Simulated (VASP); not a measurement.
A run of VASP 6.6.1:

Contents of INCAR:

```
PREC     = Accurate       # precision mode
ENCUT    = 520            # plane-wave cutoff, eV
EDIFF    = 1E-7           # SCF threshold, eV
ISMEAR   = -1             # smearing method
SIGMA    = 0.02           # smearing width, eV
LREAL    = False          # projectors in reciprocal space
LASPH    = True           # aspherical terms in the spheres
NELM     = 100            # most SCF steps
ALGO     = Normal         # electronic algorithm
ISIF     = 2              # what is computed and relaxed
LWAVE    = False          # write WAVECAR
LCHARG   = False          # write CHGCAR
NBANDS   = 26             # bands
```

The input KPOINTS:

```
regular mesh
0
Gamma
  12 12 4
```

Contents of POSCAR:

```
ZnSe
1.0
    3.7796699664      0.0000000000      0.0000000000
   -1.8898349832      3.2732902088      0.0000000000
    0.0000000000      0.0000000000      6.1318998860
Zn Se
2 2
Direct
    0.0000000000      0.0000000000      0.0000000000
    0.0000000000      0.0000000000      0.5000000000
    0.3333333333      0.6666666667      0.2500000000
    0.6666666667      0.3333333333      0.7500000000
```

Potentials or basis: VASP PAW LDA potentials, release 64 (Zn, Se).

Run with:

```bash
$ cat potpaw_LDA.64/Zn/POTCAR potpaw_LDA.64/Se/POTCAR > POTCAR
$ mpirun -np 1 vasp_std > vasp.out
```

Hardware: 1 thread of Intel Xeon 8259CL (shared host).

Estimate the wall time of this run.

Run time: 2.2 min on 1 thread of Intel Xeon 8259CL (shared host), peak memory 0.22 GiB. Counts: scf iterations 13, k points 57.
